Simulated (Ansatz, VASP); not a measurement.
Pd in VASP and in Ansatz

Contents of INCAR:

```
SYSTEM = Pd
ALGO = Normal
EDIFF = 1E-6
EDIFFG = -0.002
ENCUT = 600
IBRION = 2
ISIF = 3
ISMEAR = 0
LASPH = .TRUE.
LCHARG = .FALSE.
LREAL = .FALSE.
LWAVE = .FALSE.
NELM = 80
NSW = 100
PREC = Accurate
SIGMA = 0.1
```

KPOINTS

```
k-points
0
G
  26 26 26
  0 0 0
```

The input POSCAR:

```
Pd
1.0
    0.0000000000      1.9225837208      1.9225837208
    1.9225837208      0.0000000000      1.9225837208
    1.9225837208      1.9225837208      0.0000000000
Pd
1
Direct
    0.0000000000      0.0000000000      0.0000000000
```

Input for Ansatz:

```yaml
crystal:
  lattice:
    - [0.0, 1.9225837213, 1.9225837213]
    - [1.9225837213, 0.0, 1.9225837213]
    - [1.9225837213, 1.9225837213, 0.0]
  atoms:
    - { symbol: Pd, position: [0.0, 0.0, 0.0] }
basis:
  ecutwfc: 420
kpoints:
  mp_grid: { grid: [26, 26, 26] }
hamiltonian:
  xc: lda
  pseudopotentials: { kind: paw, azcp: { folder: soft_1 } }
scf:
  occupations: { method: gaussian, width: 0.1 }
output:
  forces: true
  stress: true
  eigenvalues: true
  write_density: true
  write_potential: true
  elf: true
  volumetric_format: npy
relax:
  adjacent_minimum: "off"
  f_tol: 0.002
  max_steps: 80
  cell: { stress_tol: 0.02 }
```

Alike in both runs: task relaxation of cell and atoms; functional LDA; k mesh 26 × 26 × 26; occupations gaussian, width 0.1 eV; no spin polarisation.

|  | VASP | Ansatz |
| --- | --- | --- |
| version | VASP 6.6.1 | Ansatz 0.2.0 |
| potentials or method | VASP PAW LDA potentials, release 64 (Pd), cutoff 600 eV | scalar-relativistic, plane waves, PAW |
| valence electrons in the cell | 10 | 18 |

```csv
,VASP,Ansatz,Ansatz less VASP
"gap on the k mesh at the Fermi level, each at its own relaxed structure (eV)",none,none,-
relaxed volume (Å³/atom),14.16,14.14,-0.019
relaxed cell length with the largest relative difference (Å),2.716,2.714,-0.0012
```

Ansatz warns that its potentials were made for another functional, while VASP's fit it. LDA's correlation is that of Perdew and Zunger in VASP and of Perdew and Wang (1992) in Ansatz. A gap of «none» marks a metal or a gap that the smearing closes. VASP's potentials hold 10 valence electrons a cell and Ansatz's 18, so a difference there can come from the potentials and not from the codes.
